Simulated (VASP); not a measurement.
Here is a VASP 6.6.1 calculation.

POSCAR

```
BN
1.0
    0.0000000000      1.8048137555      1.8048137555
    1.8048137555      0.0000000000      1.8048137555
    1.8048137555      1.8048137555      0.0000000000
B N
1 1
Direct
    0.0000000000      0.0000000000      0.0000000000
    0.7500000000      0.7500000000      0.7500000000
```

INCAR.step1

```
SYSTEM = BN
  PREC = Accurate
  ENCUT = 520
  ISMEAR = 0
  SIGMA = 0.02
  LREAL = .False.
  LASPH = .True.
  NELM = 100
  NBANDS = 11
  GGA = PE
  ALGO = Normal
  EDIFF = 1E-4
  LWAVE = .True.
  LCHARG = .False.
```

Contents of INCAR.step2:

```
SYSTEM = BN
  PREC = Accurate
  ENCUT = 520
  EDIFF = 1E-6
  ISMEAR = 0
  SIGMA = 0.02
  LREAL = .False.
  LASPH = .True.
  NELM = 100
  ALGO = Normal
  ISIF = 2
  LWAVE = .False.
  LCHARG = .False.
  METAGGA = R2SCAN
  LMIXTAU = .True.
  NBANDS = 11
  ISTART = 1
```

Contents of KPOINTS:

```
Automatic mesh
0
Gamma
  12 12 12
  0 0 0
```

Potentials or basis: VASP PAW PBE potentials, release 64 (B, N).

Run with:

```console
$ cat potpaw_PBE.64/B/POTCAR potpaw_PBE.64/N/POTCAR > POTCAR
$ cp INCAR.step1 INCAR
$ mpirun -np 1 vasp_std > vasp.out
$ cp INCAR.step2 INCAR
$ mpirun -np 1 vasp_std > vasp.out
```

Problem. Estimate the pressure.

Solution. 1.2 GPa.

Problem. Estimate the band gap on the k mesh.

Solution. 4.98 eV, indirect (least direct gap 9.55 eV).

Caveat: the PAW data sets were made with another functional, which shifts forces and pressure a little. r2SCAN opens gaps a little over a GGA but as a rule still falls short of measured ones.
